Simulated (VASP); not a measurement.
**H18CO9: single point with PBE+D3(BJ)**

The system is H18CO9.

```xyz
28
Lattice="6.2214 0.0000 0.0000 0.0000 6.2214 0.0000 0.0000 0.0000 6.2214" Properties=species:S:1:pos:R:3 pbc="T T T"
O     2.9682    4.7292    1.7712
O     5.5917    6.7768    0.8267
O     3.8853    6.7024    5.2831
O     4.7666    3.8749    5.3997
O     1.4281    2.7535    3.9095
O     0.1502    3.3752    1.3948
O     3.9724    1.8034    2.7951
O     2.2123    1.7462    0.5721
O     0.7960   -0.8005    5.1378
H     3.4558    4.1930    1.0538
H     3.3386    5.6004    1.8452
H     6.1943    7.2873    1.4111
H     6.3657    6.4680    0.2478
H     3.6518    5.7362    5.4016
H     4.5984    6.9601    5.8602
H     5.4186    4.6466    5.1792
H     5.4967    3.5351    6.0354
H     0.4472    2.6369    3.6887
H     1.3907    2.5272    4.8648
H     1.0559    3.1122    1.3404
H     0.5349    4.1521    1.7678
H     3.4316    2.5388    3.0650
H     3.8032    1.1567    3.5746
H     2.6342    1.4356    1.3774
H     2.8711    1.6841   -0.1300
H     2.2234   -0.5319    3.8875
H     0.3331   -0.7612    3.2887
C     1.2107   -0.8017    3.9571
```

```
Program                : VASP 6.6.1
Task                   : single point
Functional             : PBE
Dispersion             : D3(BJ)
Potentials or basis    : VASP PAW PBE potentials, release 64 (O, H, C)
Cutoff                 : 520 eV
k mesh                 : 1 × 1 × 1
Occupations            : fermi-dirac, width 0.05 eV
Spin                   : no spin polarisation
Dipole correction      : no
Further INCAR settings : LREAL = Auto; ALGO = Normal; EDIFF = 1e-06; NBANDS = 58
```

The pressure is 1.8 GPa, the largest force is 4.222 eV/Å and the dispersion energy per atom is -0.043 eV.

Forces in eV/Å, atoms in the order of the input:
```
O   -0.204 -2.223 -0.950
O    2.839 -0.366 -0.052
O   -2.297 -1.397 -2.592
O    2.595  0.932  0.539
O   -1.826 -0.514  0.191
O   -1.059 -0.149  0.030
O    0.080 -2.364  0.828
O   -1.787  0.928 -0.113
O    0.303 -0.330 -0.268
H   -0.490  1.308  1.097
H    0.903  0.867 -0.346
H   -1.028  0.568  0.266
H   -1.175 -0.273  0.239
H    0.662  1.174  0.331
H    1.380  0.031  1.372
H   -1.330 -0.725 -0.180
H   -1.518 -0.273  0.004
H    1.242  0.318 -0.170
H    0.407  0.175 -0.027
H    2.064 -2.604 -1.307
H   -0.797  2.798  0.955
H   -0.630  1.201  0.281
H    0.648  1.052 -0.865
H    0.901  0.001  0.763
H    0.578 -0.602 -0.328
H    1.598  0.006 -1.349
H    0.857 -0.355 -1.291
C   -2.919  0.813  2.940
```

Stress tensor (GPa, compression positive):
```
 1.07 -2.05  0.35
-2.05  1.92  1.41
 0.35  1.41  2.30
```

Levels at points of the mesh, in eV from the Fermi level:
| k point | band 35 | band 36 | band 37 | band 38 | band 39 | band 40 | band 41 | band 42 |
| --- | --- | --- | --- | --- | --- | --- | --- | --- |
| (0.00, 0.00, 0.00) | -1.60 | -1.40 | -1.25 | -1.22 | 2.26 | 3.57 | 6.17 | 6.43 |

Wall time 24 s on 1 thread of AMD EPYC 7R13 Processor (Zen 3), with other jobs on the host, peak memory 0.31 GiB.

Caveat: the k points lie up to 1.01 Å⁻¹ apart; the atoms stand as in a frame of molecular dynamics.
